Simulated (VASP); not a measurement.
# C: single point with PBE

C:

```xyz
4
Lattice="3.2450 0.0000 0.0000 -1.6225 2.8102 0.0000 0.0000 0.0000 3.3725" Properties=species:S:1:pos:R:3 pbc="T T T"
C     1.6225    0.0000    0.0000
C    -0.8112    1.4051    0.0000
C     0.8112    1.4051    0.0000
C     0.0000    0.0000    1.6863
```

The cell was generated, and may not be a known phase.

```json
{"Program": "VASP 6.6.1", "Task": "single point", "Functional": "PBE", "Potentials or basis": "VASP PAW PBE potentials, release 64 (C)", "Cutoff": "520 eV", "k mesh": "6 × 6 × 6", "Occupations": "gaussian, width 0.1 eV", "Spin": "collinear spin", "Starting moments": "[1.0, 1.0, 1.0, 1.0] μB"}
```

```json
{
 "Pressure": "0.1 GPa",
 "Band gap on the k mesh": "zero (filled and empty bands overlap)",
 "Net moment": "0.00 μB per cell",
 "Valence electrons inside the program's atomic spheres": "C 2.31, 2.04 (each value once)"
}
```

Stress tensor (GPa, compression positive):
```
0.00 0.00 0.00
0.00 0.00 0.00
0.00 0.00 0.22
```

Levels at points of the mesh, in eV from the Fermi level:
Spin up:
| k point | band 5 | band 6 | band 7 | band 8 | band 9 | band 10 | band 11 | band 12 |
| --- | --- | --- | --- | --- | --- | --- | --- | --- |
| (0.00, 0.00, 0.00) | -6.36 | -6.36 | -2.63 | -2.63 | 2.09 | 2.09 | 3.12 | 4.03 |
| (0.50, 0.00, 0.00) | -4.65 | -4.10 | -3.53 | -1.47 | 1.78 | 2.67 | 2.84 | 3.20 |
| (0.00, 0.00, 0.50) | -5.71 | -2.22 | -2.22 | -1.97 | -0.10 | 0.27 | 0.27 | 2.91 |
| (0.50, 0.00, 0.50) | -7.57 | -7.31 | -1.79 | -0.57 | 2.65 | 2.94 | 3.60 | 4.98 |
Spin down:
| k point | band 4 | band 5 | band 6 | band 7 | band 8 | band 9 | band 10 | band 11 | band 12 | band 13 |
| --- | --- | --- | --- | --- | --- | --- | --- | --- | --- | --- |
| (0.00, 0.00, 0.00) | -7.88 | -6.36 | -6.36 | -2.63 | -2.63 | 2.09 | 2.09 | 3.12 | 4.03 | 4.03 |
| (0.50, 0.00, 0.00) | -8.08 | -4.65 | -4.10 | -3.53 | -1.47 | 1.78 | 2.67 | 2.84 | 3.20 | 5.79 |
| (0.00, 0.00, 0.50) | -5.71 | -5.71 | -2.22 | -2.22 | -1.97 | -0.10 | 0.27 | 0.27 | 2.91 | 2.91 |
| (0.50, 0.00, 0.50) | -9.20 | -7.57 | -7.31 | -1.79 | -0.57 | 2.65 | 2.94 | 3.60 | 4.98 | 5.78 |

It took 54 s on 1 thread of Intel Xeon 8259CL, with other jobs on the host, peak memory 0.16 GiB.

Caveat: the k points lie up to 0.37 Å⁻¹ apart, too coarse for converged energies and pressures of a metal.
